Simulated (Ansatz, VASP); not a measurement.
Ti2Te3Pt in VASP and in Ansatz

```
CELL_PARAMETERS angstrom
6.15034 0.00000 0.00000
-3.07517 5.32635 0.00000
0.00000 0.00000 4.33214
ATOMIC_POSITIONS crystal
Ti 0.66667 0.33333 0.96780
Ti 0.33333 0.66667 0.96780
Te 0.50000 0.50000 0.47128
Te 0.50000 0.00000 0.47128
Te 0.00000 0.50000 0.47128
Pt 0.00000 0.00000 0.84420
```

Change from the starting cell: species swapped into the ErCo3Ge2 type (P6mm, No. 183).

Alike in both runs: functional PBE; k mesh 6 × 6 × 10; occupations gaussian, width 0.1 eV; no spin polarisation.

Ansatz relaxed the structure, and its values are those at the end. VASP's run is a single point on that final structure, the one shown.

```csv
,VASP,Ansatz
version,VASP 6.6.1,Ansatz 0.2.0
potentials or method,"VASP PAW PBE potentials, release 64 (Ti_sv, Te, Pt), cutoff 520 eV","scalar-relativistic, plane waves, PAW"
valence electrons in the cell,52,90
```

```csv
,VASP,Ansatz,Ansatz less VASP
gap on the k mesh at the Fermi level (eV),none,none,-
pressure (GPa),0.0,0.0,+0.03
```

A gap of «none» marks a metal or a gap that the smearing closes. The functional is the same, so the differences come from potentials, cutoffs and numerics. VASP's potentials hold 52 valence electrons a cell and Ansatz's 90, so a difference there can come from the potentials and not from the codes.

Spin-orbit coupling is off throughout.
